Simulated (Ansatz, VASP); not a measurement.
**One calculation of Rh, two programs**

```xyz
1
Lattice="0.0000 1.9446 1.9446 1.9446 0.0000 1.9446 1.9446 1.9446 0.0000" Properties=species:S:1:pos:R:3 pbc="T T T"
Rh    0.0000    0.0000    0.0000
```

Alike in both runs: task single point; functional PBE; k mesh 8 × 8 × 8; occupations gaussian, width 0.1 eV; no spin polarisation.

```csv
,VASP,Ansatz
version,VASP 6.6.1,Ansatz 0.2.0
potentials or method,"VASP PAW PBE potentials, release 64 (Rh_pv), cutoff 520 eV","scalar-relativistic, plane waves, PAW"
valence electrons in the cell,15,17
```

```csv
,VASP,Ansatz,Ansatz less VASP
gap on the k mesh at the Fermi level (eV),none,none,-
pressure (GPa),-9.7,-9.8,-0.06
```

A gap of «none» marks a metal or a gap that the smearing closes. The functional is the same, so the differences come from potentials, cutoffs and numerics. VASP's potentials hold 15 valence electrons a cell and Ansatz's 17, so a difference there can come from the potentials and not from the codes.
